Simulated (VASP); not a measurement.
Here is a VASP 6.6.1 calculation.

INCAR

```
PREC = Accurate
ENCUT = 520
EDIFF = 1E-6
ISMEAR = 0
SIGMA = 0.05
LREAL = F
LASPH = T
NELM = 60
ALGO = Normal
ISIF = 2
LWAVE = F
LCHARG = F
GGA = PE
NBANDS = 16
```

KPOINTS

```
Automatic mesh
0
Gamma
  8 8 6
```

The input POSCAR:

```
AlN
1.0
    0.0000000000     -2.0184234927     -2.0184234927
    0.0000000000      2.0184234927     -2.0184234927
    4.0368469854      0.0000000000      0.0000000000
Al N
2 2
Direct
    0.5231904950      0.4768095050      0.0000000000
   -0.0231904950      0.0231904950      0.5000000000
    0.4915866847      0.5084133153      0.5000000000
    0.0084133153      0.9915866847      0.0000000000
```

Potentials or basis: VASP PAW PBE potentials, release 64 (Al, N).

Command:

```console
$ cat potpaw_PBE.64/Al/POTCAR potpaw_PBE.64/N/POTCAR > POTCAR
$ mpirun -np 1 vasp_std > vasp.out
```

Question: What does it give for the pressure?

Answer: 7.1 GPa.

Question: Estimate the largest force.

Answer: 1.047 eV/Å.

Question: What does it give for the band gap on the k mesh?

Answer: 4.60 eV, indirect (least direct gap 4.65 eV).

Forces on the atoms (eV/Å):
```
Al   0.000  1.047  0.000
Al   0.000 -1.047  0.000
N    0.000 -0.122  0.000
N    0.000  0.122  0.000
```

Caveat: forces of over 1 eV/Å act on the atoms, so gaps and moduli don't describe the material at rest. A hybrid or GW would open this gap; PBE tends to underestimate it.
